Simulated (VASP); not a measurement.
Write the native input for VASP 6.6.1 that does the following.

```yaml
Task: relaxation of cell and atoms
Functional: PBE
Potentials_or_basis: VASP PAW PBE potentials, release 64 (Be, Cr_pv)
Cutoff: 600 eV
k_mesh: 14 × 14 × 14
Occupations: gaussian, width 0.1 eV
Spin: no spin polarisation
Dipole_correction: no
Further_INCAR_settings: ALGO = Fast; EDIFF = 1e-07; IBRION = 2; EDIFFG = -0.01; NSW = 100; ISIF = 3
```

The structure of Be3Cr lies in POSCAR:

```
Be3Cr
1.0
    3.2722862912      0.0000000000      0.0000000000
    0.0000000000      3.2722862912      0.0000000000
    0.0000000000      0.0000000000      3.2722862912
Be Cr
3 1
Direct
    0.0000000000      0.5000000000      0.5000000000
    0.5000000000      0.0000000000      0.5000000000
    0.5000000000      0.5000000000      0.0000000000
    0.0000000000      0.0000000000      0.0000000000
```

The input as run:

INCAR

```
SYSTEM = Be3Cr
PREC = Accurate ; ENCUT = 600
EDIFF = 1E-7 ; ISMEAR = 0
SIGMA = 0.1 ; LREAL = .FALSE.
LASPH = .TRUE. ; NELM = 80
ALGO = Fast ; ISIF = 3
LWAVE = .FALSE. ; LCHARG = .FALSE.
GGA = PE ; IBRION = 2
NSW = 100 ; EDIFFG = -0.01
```

KPOINTS

```
Automatic mesh
0
G
  14 14 14
  0 0 0
```

Potentials or basis: VASP PAW PBE potentials, release 64 (Be, Cr_pv).

Command:

```console
$ cat potpaw_PBE.64/Be/POTCAR potpaw_PBE.64/Cr_pv/POTCAR > POTCAR
$ mpirun -np 1 vasp_std > vasp.out
```

It gave:

```yaml
Pressure_after_relaxing: 0.2 GPa
Band_gap_on_the_k_mesh: zero (bands 9 and 10 overlap by 2.55 eV)
```

Caveat: the relaxation stopped at its first step, so nothing moved; the run has no spin polarisation, though such a crystal can be magnetic.

It took 39 s on 1 thread of Intel(R) Xeon(R) 6975P-C (Granite Rapids), on a shared host, peak memory 0.2 GiB.
